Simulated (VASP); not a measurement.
Here is a VASP 6.6.1 calculation.

INCAR

```
PREC     = Accurate       # precision mode
ENCUT    = 500            # plane-wave cutoff, eV
EDIFF    = 1E-6           # SCF threshold, eV
ISMEAR   = 0              # smearing method
SIGMA    = 0.1            # smearing width, eV
LREAL    = F              # projectors in reciprocal space
LASPH    = T              # aspherical terms in the spheres
NELM     = 120            # most SCF steps
ALGO     = Normal         # electronic algorithm
ISIF     = 2              # what is computed and relaxed
LWAVE    = F              # write WAVECAR
LCHARG   = F              # write CHGCAR
GGA      = PE             # functional
IVDW     = 12             # dispersion correction
NBANDS   = 32             # bands
GGA_COMPAT= F
```

File KPOINTS:

```
Automatic mesh
0
Gamma
  15 15 4
```

POSCAR

```
Hg
1.0
    3.1960022784      0.0000000000      0.0000000000
   -1.5980011392      2.7678191637      0.0000000000
    0.0000000000      0.0000000000     10.1609882268
Hg
4
Direct
    0.0000000000      0.0000000000      0.0000000000
    0.3333333333      0.6666666667      0.2500000000
    0.0000000000      0.0000000000      0.5000000000
    0.6666666667      0.3333333333      0.7500000000
```

Potentials or basis: VASP PAW PBE potentials, release 64 (Hg).

Command:

```console
$ cat potpaw_PBE.64/Hg/POTCAR > POTCAR
$ mpirun -np 1 vasp_std > vasp.out
```

Question: What does it give for the pressure?

Answer: 4.3 GPa.

Question: What does it give for the band gap on the k mesh?

Answer: Zero (band 24 reaches 3.47 eV, above the bottom of band 25 at 1.96 eV).

Question: What does it give for the dispersion energy per atom?

Answer: -0.466 eV.

Stress tensor (GPa, compression positive):
```
4.28 0.00 0.00
0.00 4.28 0.00
0.00 0.00 4.42
```

Caveat: spin-orbit coupling is left out, which moves the levels of the heavy elements; pairwise dispersion overbinds metals, which lowers pressure and volume.
